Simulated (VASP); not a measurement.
# LiH (I4/mmm) in VASP: notebook

The runs below take LiH through single point, with PBE.

Program: VASP 6.6.1. These are calculated values, not measurements. Logs are shortened: lines on timing, memory, paths and dates and some standing lists are left out, and cuts for length are marked.

**1. The cell of the first run**

The structure is tetragonal, space group I4/mmm (No. 139). Conventional cell: a = 2.874 Å, b = 2.874 Å, c = 3.902 Å, α = 90.00°, β = 90.00°, γ = 90.00°. Li (site symmetry 4/mmm) has 6 H at 1.95 to 2.03 Å within 2.6 Å. Within 2.6 Å of H (site symmetry 4/mmm) lie 6 Li at 1.95 to 2.03 Å.

**2. Single point, PBE (strain -0.0400 x Voigt [0, 1, 0, 0, 0, 0])**

Contents of INCAR:

```
PREC = Accurate
ENCUT = 750
EDIFF = 1E-6
ISMEAR = 0
SIGMA = 0.05
LREAL = False
LASPH = True
NELM = 120
ALGO = Normal
ISIF = 2
LWAVE = False
LCHARG = False
GGA = PE
NBANDS = 9
GGA_COMPAT = False
```

Contents of KPOINTS:

```
Automatic mesh
0
Gamma
  10 10 10
```

Contents of POSCAR:

```
LiH
1.0
    0.0000000000      1.9512000000      2.0325000000
    2.0325000000      0.0000000000      2.0325000000
    2.0325000000      1.9512000000      0.0000000000
Li H
1 1
Direct
    0.0000000000      0.0000000000      0.0000000000
    0.5000000000      0.5000000000      0.5000000000
```

Potentials or basis: VASP PAW PBE potentials, release 64 (Li_sv, H).

Started as:

```bash
$ cat potpaw_PBE.64/Li_sv/POTCAR potpaw_PBE.64/H/POTCAR > POTCAR
$ mpirun -np 1 vasp_std > vasp.out
```

OUTCAR:

```text
PREC = Accurate
   ENCUT = 750
   EDIFF = 1E-6
   ISMEAR = 0
   LREAL = False
   LASPH = True
   NELM = 120
   ISIF = 2
   GGA = PE

 ion  position               nearest neighbor table
   1  0.000  0.000  0.000-
   2  0.500  0.500  0.500-

  LATTYP: Found a body centered tetragonal cell.
 ALAT       =     2.8743890655
 C/A-ratio  =     1.3576450199

  Lattice vectors:

 A1 = (   0.0000000000,  -1.9512000000,   2.0325000000)
 A2 = (   0.0000000000,  -1.9512000000,  -2.0325000000)
 A3 = (   2.0325000000,   1.9512000000,   0.0000000000)

Analysis of symmetry for initial positions (statically):
=====================================================================
 Subroutine PRICEL returns:
 Original cell was already a primitive cell.

 Routine SETGRP: Setting up the symmetry group for a
 body centered tetragonal supercell.

 Subroutine GETGRP returns: Found 16 space group operations
 (whereof 16 operations were pure point group operations)
 out of a pool of 16 trial point group operations.

The static configuration has the point symmetry D_4h.

Analysis of symmetry for dynamics (positions and initial velocities):
=====================================================================
 Subroutine PRICEL returns:
 Original cell was already a primitive cell.

 Routine SETGRP: Setting up the symmetry group for a
 body centered tetragonal supercell.

 Subroutine GETGRP returns: Found 16 space group operations
 (whereof 16 operations were pure point group operations)
 out of a pool of 16 trial point group operations.

The dynamic configuration has the point symmetry D_4h.

 Subroutine INISYM returns: Found 16 space group operations
 (whereof 16 operations are pure point group operations),
 and found     1 'primitive' translations

----------------------------------------------------------------------------------------

                                     Primitive cell

  volume of cell :      16.1210

  direct lattice vectors                    reciprocal lattice vectors
     0.000000000  1.951200000  2.032500000    -0.246002460  0.256252563  0.246002460
     2.032500000  0.000000000  2.032500000     0.246002460 -0.256252563  0.246002460
     2.032500000  1.951200000  0.000000000     0.246002460  0.256252563 -0.246002460

  length of vectors
     2.817487833  2.874389066  2.817487833     0.432087718  0.432087718  0.432087718

  position of ions in fractional coordinates (direct lattice)
     0.000000000  0.000000000  0.000000000
     0.500000000  0.500000000  0.500000000

  ion indices of the primitive-cell ions
   primitive index   ion index
                 1           1
                 2           2

----------------------------------------------------------------------------------------

 KPOINTS: Automatic mesh

Automatic generation of k-mesh.
 Grid dimensions read from file:
 generate k-points for:   10   10   10

 Generating k-lattice:

  Cartesian coordinates                     Fractional coordinates (reciprocal lattice)
    -0.024600246  0.025625256  0.024600246     0.100000000  0.000000000  0.000000000
     0.024600246 -0.025625256  0.024600246    -0.000000000  0.100000000 -0.000000000
     0.024600246  0.025625256 -0.024600246     0.000000000  0.000000000  0.100000000

  Length of vectors
     0.043208772  0.043208772  0.043208772

  Shift w.r.t. Gamma in fractional coordinates (k-lattice)
     0.000000000  0.000000000  0.000000000

 Subroutine IBZKPT returns following result:
 ===========================================

 Found    102 irreducible k-points:

 Following reciprocal coordinates:
            Coordinates               Weight
  0.000000  0.000000  0.000000      1.000000
  0.100000  0.000000  0.000000      8.000000
  0.200000  0.000000  0.000000      8.000000
  0.300000  0.000000  0.000000      8.000000
  0.400000  0.000000  0.000000      8.000000
  0.500000  0.000000  0.000000      4.000000
[... 16 lines left out ...]
  0.300000  0.300000  0.000000      4.000000
  0.400000  0.300000  0.000000     16.000000
 [... further k-points ...]
   k-points           NKPTS =    102   k-points in BZ     NKDIM =    102   number of bands    NBANDS=      9
   number of dos      NEDOS =    301   number of ions     NIONS =      2
   total plane-waves  NPLWV =  21952
   dimension x,y,z NGX =    28 NGY =   28 NGZ =   28
   dimension x,y,z NGXF=    56 NGYF=   56 NGZF=   56
   ions per type =               1   1
   NGX,Y,Z   is equivalent  to a cutoff of  16.52, 16.19, 16.52 a.u.
   NGXF,Y,Z  is equivalent  to a cutoff of  33.04, 32.39, 33.04 a.u.
 SYSTEM =  unknown system
   PREC   = accura    normal or accurate (medium, high low for compatibility)
   ISTART =      0    job   : 0-new  1-cont  2-samecut
   ICHARG =      2    charge: 1-file 2-atom 10-const
   ISPIN  =      1    spin polarized calculation?
   LNONCOLLINEAR =      F non collinear calculations
   LSORBIT =      F    spin-orbit coupling
   LASPH  =      T    aspherical Exc in radial PAW
   ENCUT  =  750.0 eV  55.12 Ry    7.42 a.u.   6.29  6.42  6.29*2*pi/ulx,y,z
   NELM   =    120;   NELMIN=  2; NELMDL= -5     # of ELM steps
   EDIFF  = 0.1E-05   stopping-criterion for ELM
   LREAL  =      F    real-space projection
   EDIFFG = 0.1E-04   stopping-criterion for IOM
   NSW    =      0    number of steps for IOM
   IBRION =     -1    ionic relax: 0-MD 1-quasi-New 2-CG
   NFREE  =      0    steps in history (QN), initial steepest desc. (CG)
   ISIF   =      2    stress and relaxation
   ISYM   =      2    0-nonsym 1-usesym 2-fastsym
   POTIM  = 0.5000    time-step for ionic-motion
   TEBEG  =    0.0;   TEEND  =   0.0 temperature during run
   PSTRESS=    0.0 pullay stress
   NELECT =       4.0000    total number of electrons
   NUPDOWN=      -1.0000    fix difference up-down
   EMIN   =  10.00;   EMAX   =-10.00  energy-range for DOS
   EFERMI =   0.00;   METHOD = LEGACY
   ISMEAR =     0;   SIGMA  =   0.05  broadening in eV -4-tet -1-fermi 0-gaus
   EFERMI_NEDOS =   21; number of points for ismear=-14 and -15
   IALGO  =     38    algorithm
   IMIX   =      4    mixing-type and parameters
     AMIX     =   0.40;   BMIX     =  1.00
     AMIX_MAG =   1.60;   BMIX_MAG =  1.00
  volume/ion in A,a.u.               =       8.06        54.40
  Fermi-wavevector in a.u.,A,eV,Ry     =   1.028720  1.943999 14.398568  1.058265
  Thomas-Fermi vector in A             =   2.162731
   LORBIT       =      0    0 simple, 1 ext, 2 COOP (PROOUT), +10 PAW based schemes
   GGA     = PE    functional components
   LHFCALC =     F    Hartree Fock is set to
   AEXX    =    0.0000 exact exchange contribution
   IVDW    =     0    specifies the selected vdW correction
   LEPSILON=     F    determine dielectric tensor
   LRPA    =     F    only Hartree local field effects (RPA)
 non-spin polarized calculation
 Gauss-broadening in eV      SIGMA  =   0.05
  energy-cutoff  :      750.00
  volume of cell :       16.12
 maximum number of plane-waves:       772
 NGX is ok and might be reduce to    28
   NGX = 13   NGY = 13   NGZ = 13

 number of electron       4.0000002 magnetization

 Free energy of the ion-electron system (eV)
  ---------------------------------------------------
  ext. energy  EPLUGINS =         0.00000000
  ---------------------------------------------------
  free energy    TOTEN  =        -6.12288957 eV

  energy without entropy =       -6.12288957  energy(sigma->0) =       -6.12288957

 E-fermi :   0.5876     XC(G=0):  -8.5072

 val. band max:        0.2850590620   @ k =   0.5000   0.0000   0.5000
 cond. band min:       2.8846419934   @ k =   0.5000   0.5000   0.0000
 fundamental gap:      2.5995829313
 Fermi energy:         0.5875595433

 k-point     1 :       0.0000    0.0000    0.0000
  band No.  band energies     occupation
      1     -44.1976      2.00000
      2      -5.3514      2.00000
      3      16.1094      0.00000
      4      17.7391      0.00000
      5      18.0951      0.00000
      6      18.0951      0.00000
      7      22.6234      0.00000
      8      22.6234      0.00000
      9      22.8512      0.00000

 k-point     2 :       0.1000    0.0000    0.0000
  band No.  band energies     occupation
      1     -44.1932      2.00000
      2      -5.1749      2.00000
      3      14.6575      0.00000
      4      16.9498      0.00000
      5      17.5636      0.00000
      6      17.6203      0.00000
      7      22.1196      0.00000
      8      23.4889      0.00000
      9      23.5635      0.00000

 k-point     3 :       0.2000    0.0000    0.0000
  band No.  band energies     occupation
      1     -44.1816      2.00000
      2      -4.6575      2.00000
      3      11.4317      0.00000
      4      15.6331      0.00000
      5      16.8591      0.00000
      6      17.0976      0.00000
      7      22.6404      0.00000
      8      22.8503      0.00000
      9      24.1043      0.00000

 k-point     4 :       0.3000    0.0000    0.0000
  band No.  band energies     occupation
      1     -44.1674      2.00000
      2      -3.8597      2.00000
      3       8.2937      0.00000
      4      14.5699      0.00000
      5      16.3542      0.00000
      6      16.8702      0.00000
      7      20.6371      0.00000
      8      21.8310      0.00000
      9      24.5813      0.00000
[... 205 lines left out ...]
 k-point    22 :      -0.2000    0.2000   -0.0000
  band No.  band energies     occupation
      1     -44.1623      2.00000
      2      -3.5151      2.00000
      3       9.5351      0.00000
      4       9.6580      0.00000
      5      15.9764      0.00000
      6      17.6264      0.00000
      7      21.8674      0.00000
      8      23.9116      0.00000
      9      25.9333      0.00000

 k-point    23 :       0.3000    0.3000    0.0000
  band No.  band energies     occupation
      1     -44.1593      2.00000
      2      -3.1632      2.00000
      3       8.3946      0.00000
      4      12.3335      0.00000
      5      12.6863      0.00000
      6      15.7390      0.00000
      7      17.5423      0.00000
      8      28.4510      0.00000
      9      30.1474      0.00000

 k-point    24 :       0.4000    0.3000    0.0000
  band No.  band energies     occupation
      1     -44.1505      2.00000
      2      -2.2851      2.00000
      3       6.5539      0.00000
      4      10.6886      0.00000
      5      12.0909      0.00000
      6      16.4915      0.00000
      7      17.7618      0.00000
      8      29.1079      0.00000
      9      30.5398      0.00000

 [... further k-points ...]
[... 5 lines left out ...]
  --------------------------------------------------------------------------------------
  -------------------------------------------------------------------------------------
  Total       -0.1161132      0.1801040     -0.1161132      0.0000000     -0.0000000      0.0000000
  in kB      -11.5398310     17.8995016    -11.5398310      0.0000000     -0.0000000      0.0000000
  external PRESSURE =      -1.7267202 kB  Pullay stress =       0.0000000 kB

 VOLUME and BASIS-vectors are now :
 -----------------------------------------------------------------------------
  energy-cutoff  :      750.00
  volume of cell :       16.12
      direct lattice vectors                 reciprocal lattice vectors
     0.000000000  1.951200000  2.032500000    -0.246002460  0.256252563  0.246002460
     2.032500000  0.000000000  2.032500000     0.246002460 -0.256252563  0.246002460
     2.032500000  1.951200000  0.000000000     0.246002460  0.256252563 -0.246002460

 POSITION                                       TOTAL-FORCE (eV/Angst)
 -----------------------------------------------------------------------------------
      0.00000      0.00000      0.00000         0.000000      0.000000      0.000000
      2.03250      1.95120      2.03250         0.000000      0.000000      0.000000
 -----------------------------------------------------------------------------------
    total drift:                                0.000000      0.000000      0.000000

  FREE ENERGIE OF THE ION-ELECTRON SYSTEM (eV)
  ---------------------------------------------------
  free  energy   TOTEN  =        -6.1228895688 eV

  energy  without entropy=       -6.1228895688  energy(sigma->0) =       -6.12288957
```

Wall time 42 s (1 thread of AMD EPYC 7R13, shared host); peak memory 0.13 GiB.

Results:

| Item | Value |
| --- | --- |
| Free energy | -6.1229 eV |
| Pressure | -0.2 GPa |
| Band gap on the k mesh | 2.60 eV, indirect (least direct gap 2.91 eV) |

Stress tensor (GPa, compression positive):
```
-1.15  0.00  0.00
 0.00  1.79  0.00
 0.00  0.00 -1.15
```

Caveat: the cell differs from its parent crystal (strain -0.0400 x Voigt [0, 1, 0, 0, 0, 0]).

[end of part 1 of 2]
